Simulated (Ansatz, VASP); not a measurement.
GdO in VASP and in Ansatz

```
Gd O
1.0
     3.11330    0.00000    0.00000
    -1.55665    2.69620    0.00000
     0.00000    0.00000    3.03843
Gd O
1 1
Direct
  0.00000 0.00000 0.00000
  0.66667 0.33333 0.50000
```

Alike in both runs: task single point; functional PBE; k mesh 10 × 10 × 9; occupations fermi-dirac, width 0.05 eV; collinear spin.

|  | VASP | Ansatz |
| --- | --- | --- |
| version | VASP 6.6.1 | Ansatz 0.2.0 |
| potentials or method | VASP PAW PBE potentials, release 64 (Gd, O) | Ansatz PAW |
| plane-wave cutoff (eV) | 520 | 420 |
| valence electrons in the cell | 24 | 24 |

VASP gave:

| Item | Value |
| --- | --- |
| gap on the k mesh at the Fermi level (eV) | none |
| net moment per atom (μB) | 3.59 |
| size of the moment on the site where the two differ most (μB) | 6.83 |

**Question.** What did Ansatz give for the same quantities?

**Answer.** gap on the k mesh at the Fermi level (eV): none; net moment per atom (μB): 3.56; size of the moment on the site where the two differ most (μB): 6.78.

Site moments also hang on the region over which each program counts them. A gap of «none» marks a metal or a gap that the smearing closes. With one functional, cell and mesh, what is left measures potentials, basis and numerics.

Neither program's run includes spin-orbit coupling.
